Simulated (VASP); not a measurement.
A run of VASP 6.6.1 is set up as follows.

File INCAR:

```
SYSTEM = KF
ALGO = Normal ; EDIFF = 1E-7
ENCUT = 520 ; GGA = PE
ISIF = 2 ; ISMEAR = 0
LASPH = .True. ; LCHARG = .False.
LREAL = .False. ; LWAVE = .False.
NBANDS = 24 ; NELM = 60
PREC = Accurate ; SIGMA = 0.02
```

Contents of KPOINTS:

```
k-points
0
Gamma
  6 6 4
  0 0 0
```

File POSCAR:

```
KF
1.0
    2.6290222823      2.6290222823      0.0000000000
   -2.6290222823      2.6290222823      0.0000000000
    0.0000000000      0.0000000000      5.5068103463
K F
2 2
Direct
    0.0000000000      0.0000000000      0.0000000000
    0.5000000000      0.5000000000      0.5000000000
    0.5000000000      0.5000000000      0.0000000000
    0.0000000000      0.0000000000      0.5000000000
```

Potentials or basis: VASP PAW PBE potentials, release 64 (K_sv, F).

Run with:

```sh
$ cat potpaw_PBE.64/K_sv/POTCAR potpaw_PBE.64/F/POTCAR > POTCAR
$ mpirun -np 1 vasp_std > vasp.out
```

Estimate the band gap on the k mesh.

6.14 eV.

What does it give for the pressure?

1.7 GPa.

Stress tensor (GPa, compression positive):
```
 2.56  0.00  0.00
 0.00  2.56  0.00
 0.00  0.00 -0.03
```
